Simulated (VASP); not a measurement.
A run of VASP 6.6.1 is set up as follows.

INCAR

```
ALGO = Normal
EDIFF = 1E-6
ENCUT = 520
GGA = PE
ISIF = 2
ISMEAR = 0
LASPH = True
LCHARG = True
LELF = True
LREAL = False
LVHAR = True
LWAVE = False
NBANDS = 34
NELM = 100
PREC = Accurate
SIGMA = 0.1
```

The input KPOINTS:

```
k-points
0
Gamma
  6 6 8
```

The input POSCAR:

```
Ca2Sn2N
1.0
    4.8206148834      0.0000000000      0.0000000000
    0.0000000000      4.8206148834      0.0000000000
    0.0000000000      0.0000000000      4.8491668821
Ca Sn N
2 2 1
Direct
    0.0000000000      0.5000000000      0.0000000000
    0.5000000000      0.0000000000      0.0000000000
    0.0000000000      0.0000000000      0.5000000000
    0.5000000000      0.5000000000      0.5000000000
    0.0000000000      0.0000000000      0.0000000000
```

Potentials or basis: VASP PAW PBE potentials, release 64 (Ca_sv, Sn_d, N).

Run with:

```sh
$ cat potpaw_PBE.64/Ca_sv/POTCAR potpaw_PBE.64/Sn_d/POTCAR potpaw_PBE.64/N/POTCAR > POTCAR
$ mpirun -np 1 vasp_std > vasp.out
```

(1) Predict the pressure.

Answers

(1) 0.1 GPa.
